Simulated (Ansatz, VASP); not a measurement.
AgCl in VASP and in Ansatz

```
Ag Cl
1.0
     2.73500    2.73500    0.00000
    -2.73500    2.73500    0.00000
     0.00000    2.73500    2.73500
Ag Cl
1 1
Direct
  0.00000 0.00000 0.00000
  0.50000 0.50000 0.00000
```

Alike in both runs: task relaxation of cell and atoms; functional r2SCAN; k mesh 12 × 12 × 12; occupations fermi-dirac, width 0.1 eV; no spin polarisation.

|  | VASP | Ansatz |
| --- | --- | --- |
| version | VASP 6.6.1 | Ansatz 0.2.0 |
| potentials or method | VASP PAW PBE potentials, release 64 (Ag, Cl) | PAW with Ansatz's default frozen-core files, scalar-relativistic |
| plane-wave cutoff (eV) | 600 | 500 |
| valence electrons in the cell | 18 | 26 |

Ansatz gave:

| Property | Result |
| --- | --- |
| relaxed volume (Å³/atom) | 21.31 |
| relaxed length of the cell vector where the two differ most in proportion (Å) | 3.921 |

Question: Estimate VASP's values.

Answer: Relaxed volume (Å³/atom): 21.29; relaxed length of the cell vector where the two differ most in proportion (Å): 3.920.

VASP's potentials were made for PBE, not for r2SCAN. VASP's potentials hold 18 valence electrons a cell and Ansatz's 26, so a difference there can come from the potentials and not from the codes.
